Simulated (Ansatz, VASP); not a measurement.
# InSe in VASP and in Ansatz

```xyz
8
Lattice="4.0500 0.0000 0.0000 -2.0250 3.5074 0.0000 0.0000 0.0000 16.9300" Properties=species:S:1:pos:R:3 pbc="T T T"
In    0.0000    2.3383    2.6580
In    2.0250    1.1691   11.1230
In    0.0000    2.3383    5.8070
In    2.0250    1.1691   14.2720
Se    0.0000    2.3383   10.1919
Se    2.0250    1.1691    1.7269
Se    0.0000    2.3383   15.2031
Se    2.0250    1.1691    6.7381
```

Alike in both runs: task single point; functional PBE; dispersion D3(BJ); k mesh 6 × 6 × 1; occupations gaussian, width 0.1 eV; no spin polarisation.

|  | VASP | Ansatz |
| --- | --- | --- |
| version | VASP 6.6.1 | Ansatz 0.2.0 |
| potentials or method | VASP PAW PBE potentials, release 64 (In_d, Se), cutoff 500 eV | scalar-relativistic, plane waves, PAW |
| valence electrons in the cell | 76 | 116 |

Ansatz gave:

```
gap on the k mesh at the Fermi level (eV)                     : none
pressure (GPa)                                                : 5.9
traceless stress, the component that is largest in VASP (GPa) : -5.93
rms of the force components (eV/Å)                            : 1.425
```

Question: Which values does VASP return?

Answer: gap on the k mesh at the Fermi level (eV): none; pressure (GPa): 6.0; traceless stress, the component that is largest in VASP (GPa): -5.96; rms of the force components (eV/Å): 1.434.

Atom by atom the forces differ by 0.009 eV/Å (rms over components). A gap of «none» marks a metal or a gap that the smearing closes. VASP's potentials hold 76 valence electrons a cell and Ansatz's 116, so a difference there can come from the potentials and not from the codes.

The k mesh is coarse, so the values compare programs but aren't converged.
